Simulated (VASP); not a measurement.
# Si5P3 (Pm-3m) in VASP: single point with PBE

Aim: the single point of Si5P3 with PBE.

Everything below comes from runs of VASP 6.6.1. Logs are shortened: lines on timing, memory, paths and dates and some standing lists are left out, and cuts for length are marked.

## (1) The cell of the first run

The structure is cubic, space group Pm-3m (No. 221). Conventional cell: a = 4.997 Å, b = 4.997 Å, c = 4.997 Å, α = 90.00°, β = 90.00°, γ = 90.00°. Within 3.3 Å of Si (site symmetry 4/mmm) lie 2 Si at 2.50 Å and 4 P at 2.50 Å. Within 3.3 Å of Si (site symmetry m-3m) lie 6 Si at 2.50 Å. Within 3.3 Å of Si (site symmetry m-3m) lie 6 P at 2.50 Å. P (site symmetry 4/mmm) has 6 Si at 2.50 Å within 3.3 Å.

## (2) Single point, PBE

File INCAR:

```
PREC = Accurate ; ENCUT = 520
EDIFF = 1E-6 ; ISMEAR = 0
SIGMA = 0.1 ; LREAL = F
LASPH = T ; NELM = 100
ALGO = Normal ; ISIF = 2
LWAVE = F ; LCHARG = T
GGA = PE ; LELF = T
LVHAR = T ; NBANDS = 28
```

File KPOINTS:

```
Automatic mesh
0
Gamma
  6 6 6
```

File POSCAR:

```
Si5P3
1.0
    4.9972449448      0.0000000000      0.0000000000
    0.0000000000      4.9972449448      0.0000000000
    0.0000000000      0.0000000000      4.9972449448
Si P
5 3
Direct
    0.5000000000      0.0000000000      0.0000000000
    0.0000000000      0.5000000000      0.0000000000
    0.0000000000      0.0000000000      0.5000000000
    0.0000000000      0.0000000000      0.0000000000
    0.5000000000      0.5000000000      0.5000000000
    0.0000000000      0.5000000000      0.5000000000
    0.5000000000      0.0000000000      0.5000000000
    0.5000000000      0.5000000000      0.0000000000
```

Potentials or basis: VASP PAW PBE potentials, release 64 (Si, P).

Launch:

```
cat potpaw_PBE.64/Si/POTCAR potpaw_PBE.64/P/POTCAR > POTCAR
mpirun -np 1 vasp_std > vasp.out
```

OUTCAR:

```text
PREC = Accurate
   ENCUT = 520
   EDIFF = 1E-6
   ISMEAR = 0
   LREAL = F
   LASPH = T
   NELM = 100
   ISIF = 2
   GGA = PE

 ion  position               nearest neighbor table
   1  0.500  0.000  0.000-   4 2.50   7 2.50   8 2.50   7 2.50   8 2.50   4 2.50
   2  0.000  0.500  0.000-   4 2.50   6 2.50   8 2.50   6 2.50   4 2.50   8 2.50
   3  0.000  0.000  0.500-   4 2.50   6 2.50   7 2.50   4 2.50   6 2.50   7 2.50
   4  0.000  0.000  0.000-   1 2.50   2 2.50   3 2.50   3 2.50   2 2.50   1 2.50
   5  0.500  0.500  0.500-   6 2.50   7 2.50   8 2.50   8 2.50   7 2.50   6 2.50
   6  0.000  0.500  0.500-   2 2.50   3 2.50   5 2.50   2 2.50   3 2.50   5 2.50
   7  0.500  0.000  0.500-   1 2.50   3 2.50   5 2.50   1 2.50   5 2.50   3 2.50
   8  0.500  0.500  0.000-   1 2.50   2 2.50   5 2.50   5 2.50   1 2.50   2 2.50

  LATTYP: Found a simple cubic cell.
 ALAT       =     4.9972449448

  Lattice vectors:

 A1 = (   4.9972449448,   0.0000000000,   0.0000000000)
 A2 = (   0.0000000000,   4.9972449448,   0.0000000000)
 A3 = (   0.0000000000,   0.0000000000,   4.9972449448)

Analysis of symmetry for initial positions (statically):
=====================================================================
 Subroutine PRICEL returns:
 Original cell was already a primitive cell.

 Routine SETGRP: Setting up the symmetry group for a
 simple cubic supercell.

 Subroutine GETGRP returns: Found 48 space group operations
 (whereof 48 operations were pure point group operations)
 out of a pool of 48 trial point group operations.

The static configuration has the point symmetry O_h .

Analysis of symmetry for dynamics (positions and initial velocities):
=====================================================================
 Subroutine PRICEL returns:
 Original cell was already a primitive cell.

 Routine SETGRP: Setting up the symmetry group for a
 simple cubic supercell.

 Subroutine GETGRP returns: Found 48 space group operations
 (whereof 48 operations were pure point group operations)
 out of a pool of 48 trial point group operations.

The dynamic configuration has the point symmetry O_h .

 Subroutine INISYM returns: Found 48 space group operations
 (whereof 48 operations are pure point group operations),
 and found     1 'primitive' translations

----------------------------------------------------------------------------------------

                                     Primitive cell

  volume of cell :     124.7935

  direct lattice vectors                    reciprocal lattice vectors
     4.997244945  0.000000000  0.000000000     0.200110263  0.000000000  0.000000000
     0.000000000  4.997244945  0.000000000     0.000000000  0.200110263  0.000000000
     0.000000000  0.000000000  4.997244945     0.000000000  0.000000000  0.200110263

  length of vectors
     4.997244945  4.997244945  4.997244945     0.200110263  0.200110263  0.200110263

  position of ions in fractional coordinates (direct lattice)
     0.500000000  0.000000000  0.000000000
     0.000000000  0.500000000  0.000000000
     0.000000000  0.000000000  0.500000000
     0.000000000  0.000000000  0.000000000
     0.500000000  0.500000000  0.500000000
     0.000000000  0.500000000  0.500000000
     0.500000000  0.000000000  0.500000000
     0.500000000  0.500000000  0.000000000

  ion indices of the primitive-cell ions
   primitive index   ion index
                 1           1
                 2           2
                 3           3
                 4           4
                 5           5
                 6           6
                 7           7
                 8           8

----------------------------------------------------------------------------------------

 KPOINTS: Automatic mesh

Automatic generation of k-mesh.
 Grid dimensions read from file:
 generate k-points for:    6    6    6

 Generating k-lattice:

  Cartesian coordinates                     Fractional coordinates (reciprocal lattice)
     0.033351710  0.000000000  0.000000000     0.166666667  0.000000000  0.000000000
     0.000000000  0.033351710  0.000000000     0.000000000  0.166666667  0.000000000
     0.000000000  0.000000000  0.033351710     0.000000000  0.000000000  0.166666667

  Length of vectors
     0.033351710  0.033351710  0.033351710

  Shift w.r.t. Gamma in fractional coordinates (k-lattice)
     0.000000000  0.000000000  0.000000000

 Subroutine IBZKPT returns following result:
 ===========================================

 Found     20 irreducible k-points:

 Following reciprocal coordinates:
            Coordinates               Weight
  0.000000  0.000000  0.000000      1.000000
  0.166667  0.000000  0.000000      6.000000
  0.333333  0.000000  0.000000      6.000000
  0.500000  0.000000  0.000000      3.000000
  0.166667  0.166667  0.000000     12.000000
  0.333333  0.166667  0.000000     24.000000
[... 12 lines left out ...]
  0.500000  0.500000  0.333333      6.000000
  0.500000  0.500000  0.500000      1.000000
   k-points           NKPTS =     20   k-points in BZ     NKDIM =     20   number of bands    NBANDS=     28
   number of dos      NEDOS =    301   number of ions     NIONS =      8
   total plane-waves  NPLWV =  64000
   dimension x,y,z NGX =    40 NGY =   40 NGZ =   40
   dimension x,y,z NGXF=    80 NGYF=   80 NGZF=   80
   ions per type =               5   3
   NGX,Y,Z   is equivalent  to a cutoff of  13.31, 13.31, 13.31 a.u.
   NGXF,Y,Z  is equivalent  to a cutoff of  26.61, 26.61, 26.61 a.u.
 SYSTEM =  unknown system
   PREC   = accura    normal or accurate (medium, high low for compatibility)
   ISTART =      0    job   : 0-new  1-cont  2-samecut
   ICHARG =      2    charge: 1-file 2-atom 10-const
   ISPIN  =      1    spin polarized calculation?
   LNONCOLLINEAR =      F non collinear calculations
   LSORBIT =      F    spin-orbit coupling
   LASPH  =      T    aspherical Exc in radial PAW
   ENCUT  =  520.0 eV  38.22 Ry    6.18 a.u.   9.29  9.29  9.29*2*pi/ulx,y,z
   NELM   =    100;   NELMIN=  2; NELMDL= -5     # of ELM steps
   EDIFF  = 0.1E-05   stopping-criterion for ELM
   LREAL  =      F    real-space projection
   EDIFFG = 0.1E-04   stopping-criterion for IOM
   NSW    =      0    number of steps for IOM
   IBRION =     -1    ionic relax: 0-MD 1-quasi-New 2-CG
   NFREE  =      0    steps in history (QN), initial steepest desc. (CG)
   ISIF   =      2    stress and relaxation
   ISYM   =      2    0-nonsym 1-usesym 2-fastsym
   POTIM  = 0.5000    time-step for ionic-motion
   TEBEG  =    0.0;   TEEND  =   0.0 temperature during run
   PSTRESS=    0.0 pullay stress
   NELECT =      35.0000    total number of electrons
   NUPDOWN=      -1.0000    fix difference up-down
   EMIN   =  10.00;   EMAX   =-10.00  energy-range for DOS
   EFERMI =   0.00;   METHOD = LEGACY
   ISMEAR =     0;   SIGMA  =   0.10  broadening in eV -4-tet -1-fermi 0-gaus
   EFERMI_NEDOS =   21; number of points for ismear=-14 and -15
   IALGO  =     38    algorithm
   IMIX   =      4    mixing-type and parameters
     AMIX     =   0.40;   BMIX     =  1.00
     AMIX_MAG =   1.60;   BMIX_MAG =  1.00
  volume/ion in A,a.u.               =      15.60       105.27
  Fermi-wavevector in a.u.,A,eV,Ry     =   1.071602  2.025034 15.623992  1.148331
  Thomas-Fermi vector in A             =   2.207347
   LORBIT       =      0    0 simple, 1 ext, 2 COOP (PROOUT), +10 PAW based schemes
   GGA     = PE    functional components
   LHFCALC =     F    Hartree Fock is set to
   AEXX    =    0.0000 exact exchange contribution
   IVDW    =     0    specifies the selected vdW correction
   LEPSILON=     F    determine dielectric tensor
   LRPA    =     F    only Hartree local field effects (RPA)
 non-spin polarized calculation
 Gauss-broadening in eV      SIGMA  =   0.10
  energy-cutoff  :      520.00
  volume of cell :      124.79
 maximum number of plane-waves:      3407
 NGX is ok and might be reduce to    40
   NGX = 19   NGY = 19   NGZ = 19

 number of electron      35.0000000 magnetization

 Free energy of the ion-electron system (eV)
  ---------------------------------------------------
  ext. energy  EPLUGINS =         0.00000000
  ---------------------------------------------------
  free energy    TOTEN  =       -42.24927614 eV

  energy without entropy =      -42.24315635  energy(sigma->0) =      -42.24621624

 E-fermi :   8.6492     XC(G=0): -10.8330

 val. band max:        8.5849449948   @ k =   0.3333   0.3333   0.3333
 cond. band min:       8.7659348872   @ k =   0.3333   0.1667   0.0000
 fundamental gap:      0.1809898924
 Fermi energy:         8.6491731276

 k-point     1 :       0.0000    0.0000    0.0000
  band No.  band energies     occupation
      1      -5.8322      2.00000
      2      -2.0368      2.00000
      3      -2.0368      2.00000
      4      -0.4100      2.00000
      5       1.4088      2.00000
      6       1.4088      2.00000
[... 20 lines left out ...]
     27      15.5162      0.00000
     28      15.5162      0.00000

 k-point     2 :       0.1667    0.0000    0.0000
  band No.  band energies     occupation
      1      -5.6843      2.00000
      2      -2.5035      2.00000
      3      -1.9343      2.00000
      4      -0.5640      2.00000
      5       1.5478      2.00000
      6       1.5478      2.00000
[... 20 lines left out ...]
     27      14.3845      0.00000
     28      15.6845      0.00000

 k-point     3 :       0.3333    0.0000    0.0000
  band No.  band energies     occupation
      1      -5.2512      2.00000
      2      -3.4951      2.00000
      3      -1.6845      2.00000
      4      -0.3321      2.00000
      5       1.5439      2.00000
      6       1.7990      2.00000
[... 492 lines left out ...]
      3      -3.0132      2.00000
      4      -1.4659      2.00000
      5      -0.5800      2.00000
      6      -0.3807      2.00000
[... 20 lines left out ...]
     27      11.8638      0.00000
     28      13.0881      0.00000

 k-point    20 :       0.5000    0.5000    0.5000
  band No.  band energies     occupation
      1      -2.7901      2.00000
      2      -2.7901      2.00000
      3      -2.7901      2.00000
      4      -1.0943      2.00000
      5      -0.8732      2.00000
      6      -0.8732      2.00000
[... 20 lines left out ...]
     27      10.9549      0.00000
     28      12.2150      0.00000

------------------------ aborting loop because EDIFF is reached ----------------------------------------

  FORCE on cell =-STRESS in cart. coord.  units (eV):
  Direction    XX          YY          ZZ          XY          YZ          ZX
  --------------------------------------------------------------------------------------
  -------------------------------------------------------------------------------------
  Total       -0.0709361     -0.0709361     -0.0709361      0.0000000      0.0000000      0.0000000
  in kB       -0.9107228     -0.9107228     -0.9107228      0.0000000      0.0000000      0.0000000
  external PRESSURE =      -0.9107228 kB  Pullay stress =       0.0000000 kB

 VOLUME and BASIS-vectors are now :
 -----------------------------------------------------------------------------
  energy-cutoff  :      520.00
  volume of cell :      124.79
      direct lattice vectors                 reciprocal lattice vectors
     4.997244945  0.000000000  0.000000000     0.200110263  0.000000000  0.000000000
     0.000000000  4.997244945  0.000000000     0.000000000  0.200110263  0.000000000
     0.000000000  0.000000000  4.997244945     0.000000000  0.000000000  0.200110263

 POSITION                                       TOTAL-FORCE (eV/Angst)
 -----------------------------------------------------------------------------------
      2.49862      0.00000      0.00000         0.000000      0.000000      0.000000
      0.00000      2.49862      0.00000         0.000000      0.000000      0.000000
      0.00000      0.00000      2.49862         0.000000      0.000000      0.000000
      0.00000      0.00000      0.00000         0.000000      0.000000      0.000000
      2.49862      2.49862      2.49862         0.000000      0.000000      0.000000
      0.00000      2.49862      2.49862         0.000000      0.000000      0.000000
      2.49862      0.00000      2.49862         0.000000      0.000000      0.000000
      2.49862      2.49862      0.00000         0.000000      0.000000      0.000000
 -----------------------------------------------------------------------------------
    total drift:                                0.000000      0.000000     -0.000000

  FREE ENERGIE OF THE ION-ELECTRON SYSTEM (eV)
  ---------------------------------------------------
  free  energy   TOTEN  =       -42.2492761374 eV

  energy  without entropy=      -42.2431563483  energy(sigma->0) =      -42.24621624
```

It took 24 s on 1 thread of Intel Xeon 6975P-C (Granite Rapids), shared host; peak memory 0.25 GiB.

Results:

| Property | Result |
| --- | --- |
| Free energy | -42.2493 eV |
| Pressure | -0.1 GPa |
| Band gap on the k mesh | zero (an odd number of electrons rules out a gap without spin polarisation) |

Levels at points of the mesh, in eV from the Fermi level:
| k point | band 16 | band 17 | band 18 | band 19 | band 20 | band 21 |
| --- | --- | --- | --- | --- | --- | --- |
| (0.00, 0.00, 0.00) | -3.49 | -0.43 | -0.43 | -0.43 | 1.43 | 1.43 |
| (0.50, 0.00, 0.00) | -2.17 | -1.36 | -1.21 | 1.44 | 2.32 | 2.53 |
| (0.50, 0.50, 0.00) | -0.92 | 0.41 | 0.69 | 0.69 | 0.84 | 2.20 |
| (0.50, 0.50, 0.50) | 0.25 | 0.83 | 0.83 | 0.83 | 0.90 | 0.90 |
